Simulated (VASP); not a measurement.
Runs of VASP 6.6.1 on Ta. The structure is hexagonal, space group P6_3/mmc (No. 194). The conventional cell has a = 2.900 Å, b = 2.900 Å, c = 5.166 Å, α = 90.00°, β = 90.00°, γ = 120.00°. Ta (site symmetry -6m2) has 12 Ta at 2.90 to 3.08 Å within 3.8 Å. 

```tsv
smearing	gap on the mesh (eV)	pressure (GPa)
fermi-dirac 0.025 eV	none	-11.5
fermi-dirac 0.15 eV	none	(b)
fermi-dirac 0.1 eV	none	-11.2
fermi-dirac 0.05 eV	none	(a)
fermi-dirac 0.25 eV	none	-9.9
```

Alike in all rows: task single point; level LDA; potentials or basis VASP PAW LDA potentials, release 64 (Ta_pv); no spin polarisation; cell as given; k mesh 12 × 12 × 6; cutoff (eV) 520.

Problem. Estimate the missing entries.

Solution. (a) -11.4; (b) -10.8.

Caveats: spin-orbit coupling is left out, which moves the levels of the heavy elements.

A k mesh can miss the band edges, and the runs leave out spin-orbit coupling on Ta.

A gap of «none» marks levels without a gap at the run's occupations.
